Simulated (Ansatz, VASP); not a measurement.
Two plane-wave programs on In2GeO2

```xyz
5
Lattice="4.2707 0.0000 0.0000 -2.1353 3.6985 0.0000 0.0000 0.0000 5.3639" Properties=species:S:1:pos:R:3 pbc="T T T"
In    2.1353    1.2328    4.1426
In    0.0000    2.4657    2.7237
Ge    0.0000    2.4657    0.0997
O     2.1353    1.2328    1.4152
O     0.0000    0.0000    3.6874
```

Change from the starting cell: species swapped into the Sn2Pd2Au type (P3m1, No. 156).

Alike in both runs: task relaxation of cell and atoms; functional PBE; k mesh 6 × 6 × 4; occupations gaussian, width 0.1 eV; no spin polarisation.

|  | VASP | Ansatz |
| --- | --- | --- |
| version | VASP 6.6.1 | Ansatz 0.2.0 |
| potentials or method | VASP PAW PBE potentials, release 64 (In_d, Ge_d, O), cutoff 600 eV | scalar-relativistic, plane waves, PAW |
| valence electrons in the cell | 52 | 52 |

Ansatz gave:

| Quantity | Value |
| --- | --- |
| gap on the k mesh at the Fermi level, each at its own relaxed structure (eV) | 0.27 |
| relaxed volume (Å³/atom) | 20.38 |
| relaxed length of the cell vector where the two differ most in proportion (Å) | 9.069 |

Estimate VASP's values.

gap on the k mesh at the Fermi level, each at its own relaxed structure (eV): 0.54; relaxed volume (Å³/atom): 18.26; relaxed length of the cell vector where the two differ most in proportion (Å): 7.742.

One of these differences is far larger than is usual between the two programs; its cause wasn't traced.
